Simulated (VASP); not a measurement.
AgCl:

```
Ag Cl
1.0
     2.73500    2.73500    0.00000
    -2.73500    2.73500    0.00000
     0.00000    2.73500    2.73500
Ag Cl
1 1
Direct
  0.00000 0.00000 0.00000
  0.50000 0.50000 0.00000
```

```yaml
Program: VASP 6.6.1
Task: relaxation of cell and atoms
Functional: r2SCAN
Potentials_or_basis: VASP PAW PBE potentials, release 64 (Ag, Cl)
Cutoff: 600 eV
k_mesh: 12 × 12 × 12
Occupations: fermi-dirac, width 0.1 eV
Spin: no spin polarisation
```

At the start: pressure 2.3 GPa; volume 20.46 Å³/atom.

How do energy, volume and symmetry change on relaxing?

Over 3 steps the energy falls by 5.6 meV/atom and the volume is 21.29 Å³/atom (+4.1 %); space group Fm-3m (No. 225, to 0.1 Å) before and after.

The path:
| step | energy change (eV) | largest force (eV/Å) | pressure (GPa) | volume (Å³) |
| --- | --- | --- | --- | --- |
| 1 | 0.0000 | 0.0000 | 2.28 | 40.92 |
| 2 | -0.0113 | 0.0000 | -0.10 | 42.66 |
| 3 | -0.0113 | 0.0000 | 0.00 | 42.58 |

Final structure:
```yaml
crystal:
  lattice:
    - [2.77160, 2.77160, 0.00000]
    - [-2.77160, 2.77160, 0.00000]
    - [0.00000, 2.77160, 2.77160]
  atoms:
    - { symbol: Ag, position: [0.00000, 0.00000, 0.00000] }
    - { symbol: Cl, position: [0.50000, 0.50000, 0.00000] }
```

Caveat: the PAW data sets were made with another functional, which shifts forces and pressure a little.
